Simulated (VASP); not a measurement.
# K (Cmce) in VASP: single point with PBE

Aim: the single point of K with PBE.

Program: VASP 6.6.1. These are calculated values, not measurements. Logs are shortened: lines on timing, memory, paths and dates and some standing lists are left out, and cuts for length are marked.

### Step 1. The cell of the first run

The typed cell holds 8 atoms: a = 7.889 Å, b = 7.889 Å, c = 9.770 Å, α = 90.00°, β = 90.00°, γ = 75.64°.

### Step 2. Single point, PBE

The input, INCAR:

```
PREC = Accurate ; ENCUT = 520
EDIFF = 1E-6 ; ISMEAR = 0
SIGMA = 0.1 ; LREAL = False
LASPH = True ; NELM = 100
ALGO = Normal ; ISIF = 2
LWAVE = False ; LCHARG = False
GGA = PE ; NBANDS = 46
```

The input, KPOINTS:

```
regular mesh
0
Gamma
  6 6 4
```

The input, POSCAR:

```
K
1.0
    6.2316811733     -4.8374622325      0.0000000000
    6.2316811733      4.8374622325      0.0000000000
    0.0000000000      0.0000000000      9.7699127034
K
8
Direct
    0.7502102200      0.7502102200      0.5000000000
    0.2497897800      0.2497897800      0.5000000000
    0.2496222166      0.7503777834      0.2502267124
    0.7496222166      0.2503777834      0.2497732876
    0.7497897800      0.7497897800      0.0000000000
    0.2502102200      0.2502102200      0.0000000000
    0.2503777834      0.7496222166      0.7502267124
    0.7503777834      0.2496222166      0.7497732876
```

Potentials or basis: VASP PAW PBE potentials, release 64 (K_sv).

Started as:

```console
$ cat potpaw_PBE.64/K_sv/POTCAR > POTCAR
$ mpirun -np 1 vasp_std > vasp.out
```

OUTCAR:

```text
PREC = Accurate
   ENCUT = 520
   EDIFF = 1E-6
   ISMEAR = 0
   LREAL = False
   LASPH = True
   NELM = 100
   ISIF = 2
   GGA = PE

 ion  position               nearest neighbor table
   1  0.750  0.750  0.500-
   2  0.250  0.250  0.500-
   3  0.250  0.750  0.250-
   4  0.750  0.250  0.250-
   5  0.750  0.750  0.000-
   6  0.250  0.250  0.000-
   7  0.250  0.750  0.750-
   8  0.750  0.250  0.750-

  LATTYP: Found a base centered orthorhombic cell.
 ALAT       =     9.6749244650
 B/A-ratio  =     1.2882128839
 C/A-ratio  =     1.0098179824

  Lattice vectors:

 A1 = (  -6.2316811733,  -4.8374622325,   0.0000000000)
 A2 = (   6.2316811733,  -4.8374622325,   0.0000000000)
 A3 = (   0.0000000000,   0.0000000000,   9.7699127034)

Analysis of symmetry for initial positions (statically):
=====================================================================
 Subroutine PRICEL returns:
 Original cell was already a primitive cell.

 Routine SETGRP: Setting up the symmetry group for a
 base centered orthorhombic supercell.

 Subroutine GETGRP returns: Found  8 space group operations
 (whereof  4 operations were pure point group operations)
 out of a pool of  8 trial point group operations.

The static configuration has the point symmetry C_2h.
 The point group associated with its full space group is D_2h.

Analysis of symmetry for dynamics (positions and initial velocities):
=====================================================================
 Subroutine PRICEL returns:
 Original cell was already a primitive cell.

 Routine SETGRP: Setting up the symmetry group for a
 base centered orthorhombic supercell.

 Subroutine GETGRP returns: Found  8 space group operations
 (whereof  4 operations were pure point group operations)
 out of a pool of  8 trial point group operations.

The dynamic configuration has the point symmetry C_2h.
 The point group associated with its full space group is D_2h.

 Subroutine INISYM returns: Found  8 space group operations
 (whereof  4 operations are pure point group operations),
 and found     1 'primitive' translations

----------------------------------------------------------------------------------------

                                     Primitive cell

  volume of cell :     589.0382

  direct lattice vectors                    reciprocal lattice vectors
     6.231681173 -4.837462233  0.000000000     0.080235170 -0.103359980  0.000000000
     6.231681173  4.837462233  0.000000000     0.080235170  0.103359980  0.000000000
     0.000000000  0.000000000  9.769912703     0.000000000  0.000000000  0.102355060

  length of vectors
     7.888909373  7.888909373  9.769912703     0.130847117  0.130847117  0.102355060

  position of ions in fractional coordinates (direct lattice)
     0.750210220  0.750210220  0.500000000
     0.249789780  0.249789780  0.500000000
     0.249622217  0.750377783  0.250226712
     0.749622217  0.250377783  0.249773288
     0.749789780  0.749789780  0.000000000
     0.250210220  0.250210220  0.000000000
     0.250377783  0.749622217  0.750226712
     0.750377783  0.249622217  0.749773288

  ion indices of the primitive-cell ions
   primitive index   ion index
                 1           1
                 2           2
                 3           3
                 4           4
                 5           5
                 6           6
                 7           7
                 8           8

----------------------------------------------------------------------------------------

 KPOINTS: regular mesh

Automatic generation of k-mesh.
 Grid dimensions read from file:
 generate k-points for:    6    6    4

 Generating k-lattice:

  Cartesian coordinates                     Fractional coordinates (reciprocal lattice)
     0.013372528 -0.017226663  0.000000000     0.166666667 -0.000000000  0.000000000
     0.013372528  0.017226663  0.000000000    -0.000000000  0.166666667  0.000000000
     0.000000000  0.000000000  0.025588765     0.000000000  0.000000000  0.250000000

  Length of vectors
     0.021807853  0.021807853  0.025588765

  Shift w.r.t. Gamma in fractional coordinates (k-lattice)
     0.000000000  0.000000000  0.000000000

 Subroutine IBZKPT returns following result:
 ===========================================

 Found     39 irreducible k-points:

 Following reciprocal coordinates:
            Coordinates               Weight
  0.000000  0.000000  0.000000      1.000000
  0.166667  0.000000  0.000000      4.000000
  0.333333  0.000000  0.000000      4.000000
  0.500000  0.000000  0.000000      2.000000
  0.166667  0.166667  0.000000      2.000000
  0.333333  0.166667  0.000000      4.000000
[... 16 lines left out ...]
  0.333333  0.333333  0.250000      4.000000
  0.500000  0.333333  0.250000      8.000000
 [... further k-points ...]
   k-points           NKPTS =     39   k-points in BZ     NKDIM =     39   number of bands    NBANDS=     46
   number of dos      NEDOS =    301   number of ions     NIONS =      8
   total plane-waves  NPLWV = 288000
   dimension x,y,z NGX =    60 NGY =   60 NGZ =   80
   dimension x,y,z NGXF=   120 NGYF=  120 NGZF=  160
   ions per type =               8
   NGX,Y,Z   is equivalent  to a cutoff of  12.64, 12.64, 13.61 a.u.
   NGXF,Y,Z  is equivalent  to a cutoff of  25.29, 25.29, 27.23 a.u.
 SYSTEM =  unknown system
   PREC   = accura    normal or accurate (medium, high low for compatibility)
   ISTART =      0    job   : 0-new  1-cont  2-samecut
   ICHARG =      2    charge: 1-file 2-atom 10-const
   ISPIN  =      1    spin polarized calculation?
   LNONCOLLINEAR =      F non collinear calculations
   LSORBIT =      F    spin-orbit coupling
   LASPH  =      T    aspherical Exc in radial PAW
   ENCUT  =  520.0 eV  38.22 Ry    6.18 a.u.  14.67 14.67 18.17*2*pi/ulx,y,z
   NELM   =    100;   NELMIN=  2; NELMDL= -5     # of ELM steps
   EDIFF  = 0.1E-05   stopping-criterion for ELM
   LREAL  =      F    real-space projection
   EDIFFG = 0.1E-04   stopping-criterion for IOM
   NSW    =      0    number of steps for IOM
   IBRION =     -1    ionic relax: 0-MD 1-quasi-New 2-CG
   NFREE  =      0    steps in history (QN), initial steepest desc. (CG)
   ISIF   =      2    stress and relaxation
   ISYM   =      2    0-nonsym 1-usesym 2-fastsym
   POTIM  = 0.5000    time-step for ionic-motion
   TEBEG  =    0.0;   TEEND  =   0.0 temperature during run
   PSTRESS=    0.0 pullay stress
   NELECT =      72.0000    total number of electrons
   NUPDOWN=      -1.0000    fix difference up-down
   EMIN   =  10.00;   EMAX   =-10.00  energy-range for DOS
   EFERMI =   0.00;   METHOD = LEGACY
   ISMEAR =     0;   SIGMA  =   0.10  broadening in eV -4-tet -1-fermi 0-gaus
   EFERMI_NEDOS =   21; number of points for ismear=-14 and -15
   IALGO  =     38    algorithm
   IMIX   =      4    mixing-type and parameters
     AMIX     =   0.40;   BMIX     =  1.00
     AMIX_MAG =   1.60;   BMIX_MAG =  1.00
  volume/ion in A,a.u.               =      73.63       496.88
  Fermi-wavevector in a.u.,A,eV,Ry     =   0.812465  1.535336  8.981191  0.660099
  Thomas-Fermi vector in A             =   1.922012
   LORBIT       =      0    0 simple, 1 ext, 2 COOP (PROOUT), +10 PAW based schemes
   GGA     = PE    functional components
   LHFCALC =     F    Hartree Fock is set to
   AEXX    =    0.0000 exact exchange contribution
   IVDW    =     0    specifies the selected vdW correction
   LEPSILON=     F    determine dielectric tensor
   LRPA    =     F    only Hartree local field effects (RPA)
 non-spin polarized calculation
 Gauss-broadening in eV      SIGMA  =   0.10
  energy-cutoff  :      520.00
  volume of cell :      589.04
 maximum number of plane-waves:     15899
 NGX is ok and might be reduce to    60
   NGX = 29   NGY = 29   NGZ = 37

 number of electron      72.0000016 magnetization

 Free energy of the ion-electron system (eV)
  ---------------------------------------------------
  ext. energy  EPLUGINS =         0.00000000
  ---------------------------------------------------
  free energy    TOTEN  =        -8.39266633 eV

  energy without entropy =       -8.35980763  energy(sigma->0) =       -8.37623698

 E-fermi :  -0.1193     XC(G=0):  -5.6481

 val. band max:       -0.1464598889   @ k =   0.3333   0.0000   0.2500
 cond. band min:      -0.1038245118   @ k =  -0.1667   0.1667   0.5000
 fundamental gap:      0.0426353771
 Fermi energy:        -0.1193069346

 k-point     1 :       0.0000    0.0000    0.0000
  band No.  band energies     occupation
      1     -32.2521      2.00000
      2     -32.2484      2.00000
      3     -32.2484      2.00000
      4     -32.2483      2.00000
      5     -32.2483      2.00000
      6     -32.2475      2.00000
[... 38 lines left out ...]
     45       1.5013      0.00000
     46       1.5013      0.00000

 k-point     2 :       0.1667    0.0000    0.0000
  band No.  band energies     occupation
      1     -32.2518      2.00000
      2     -32.2485      2.00000
      3     -32.2483      2.00000
      4     -32.2483      2.00000
      5     -32.2481      2.00000
      6     -32.2476      2.00000
[... 38 lines left out ...]
     45       1.7527      0.00000
     46       1.7527      0.00000

 k-point     3 :       0.3333    0.0000    0.0000
  band No.  band energies     occupation
      1     -32.2511      2.00000
      2     -32.2492      2.00000
      3     -32.2482      2.00000
      4     -32.2482      2.00000
      5     -32.2478      2.00000
      6     -32.2478      2.00000
[... 38 lines left out ...]
     45       1.7646      0.00000
     46       1.7647      0.00000

 k-point     4 :       0.5000    0.0000    0.0000
  band No.  band energies     occupation
      1     -32.2502      2.00000
      2     -32.2502      2.00000
      3     -32.2480      2.00000
      4     -32.2480      2.00000
      5     -32.2480      2.00000
      6     -32.2480      2.00000
[... 920 lines left out ...]
     45       1.6979      0.00000
     46       1.8364      0.00000

 k-point    23 :       0.3333    0.3333    0.2500
  band No.  band energies     occupation
      1     -32.2504      2.00000
      2     -32.2490      2.00000
      3     -32.2482      2.00000
      4     -32.2482      2.00000
      5     -32.2479      2.00000
      6     -32.2477      2.00000
[... 38 lines left out ...]
     45       1.7489      0.00000
     46       1.7489      0.00000

 k-point    24 :       0.5000    0.3333    0.2500
  band No.  band energies     occupation
      1     -32.2496      2.00000
      2     -32.2489      2.00000
      3     -32.2487      2.00000
      4     -32.2482      2.00000
      5     -32.2481      2.00000
      6     -32.2480      2.00000
[... 38 lines left out ...]
     45       1.9211      0.00000
     46       2.1736      0.00000

 [... further k-points ...]
[... 5 lines left out ...]
  --------------------------------------------------------------------------------------
  -------------------------------------------------------------------------------------
  Total        0.0609048     -0.0173675     -0.0084700      0.0000000     -0.0000000      0.0000000
  in kB        0.1656603     -0.0472394     -0.0230383      0.0000000     -0.0000000      0.0000000
  external PRESSURE =       0.0317942 kB  Pullay stress =       0.0000000 kB

 VOLUME and BASIS-vectors are now :
 -----------------------------------------------------------------------------
  energy-cutoff  :      520.00
  volume of cell :      589.04
      direct lattice vectors                 reciprocal lattice vectors
     6.231681173 -4.837462233  0.000000000     0.080235170 -0.103359980  0.000000000
     6.231681173  4.837462233  0.000000000     0.080235170  0.103359980  0.000000000
     0.000000000  0.000000000  9.769912703     0.000000000  0.000000000  0.102355060

 POSITION                                       TOTAL-FORCE (eV/Angst)
 -----------------------------------------------------------------------------------
      9.35014      0.00000      4.88496        -0.001065      0.000000      0.000000
      3.11322      0.00000      4.88496         0.001065      0.000000      0.000000
      6.23168      2.42239      2.44469         0.000000     -0.000828     -0.000509
      6.23168     -2.41508      2.44026         0.000000     -0.000828      0.000509
      9.34490      0.00000      0.00000         0.001065      0.000000      0.000000
      3.11846      0.00000      0.00000        -0.001065      0.000000      0.000000
      6.23168      2.41508      7.32965         0.000000      0.000828     -0.000509
      6.23168     -2.42239      7.32522         0.000000      0.000828      0.000509
 -----------------------------------------------------------------------------------
    total drift:                               -0.000000     -0.000000      0.000000

  FREE ENERGIE OF THE ION-ELECTRON SYSTEM (eV)
  ---------------------------------------------------
  free  energy   TOTEN  =        -8.3926663267 eV

  energy  without entropy=       -8.3598076298  energy(sigma->0) =       -8.37623698
```

Wall time 15 min (1 thread of Intel Xeon Platinum 8259CL at 2.50GHz (Skylake/Cascade Lake), shared host); peak memory 1 GiB.

What came out:

| Quantity | Value |
| --- | --- |
| Free energy | -8.3927 eV |
| Pressure | 0.0 GPa |
| Band gap on the k mesh | zero (band 36 reaches 0.68 eV, above the bottom of band 37 at -0.62 eV) |

Levels at points of the mesh, in eV from the Fermi level:
```csv
k point,band 33,band 34,band 35,band 36,band 37,band 38,band 39,band 40
"(0.00, 0.00, 0.00)",-2.16,-0.47,-0.47,0.35,0.35,0.57,0.57,1.15
"(0.50, 0.00, 0.00)",-1.44,-1.44,0.15,0.15,0.15,0.15,0.46,0.46
"(0.50, 0.50, 0.00)",-1.09,-1.09,-0.44,-0.44,0.32,0.32,0.54,0.54
"(0.00, 0.00, 0.50)",-1.71,-1.71,0.80,0.80,0.80,0.80,0.80,0.80
"(0.50, 0.00, 0.50)",-1.02,-1.02,-1.02,-1.02,0.79,0.79,0.79,0.79
"(0.50, 0.50, 0.50)",-0.68,-0.68,-0.68,-0.68,-0.06,-0.06,-0.06,-0.06
```
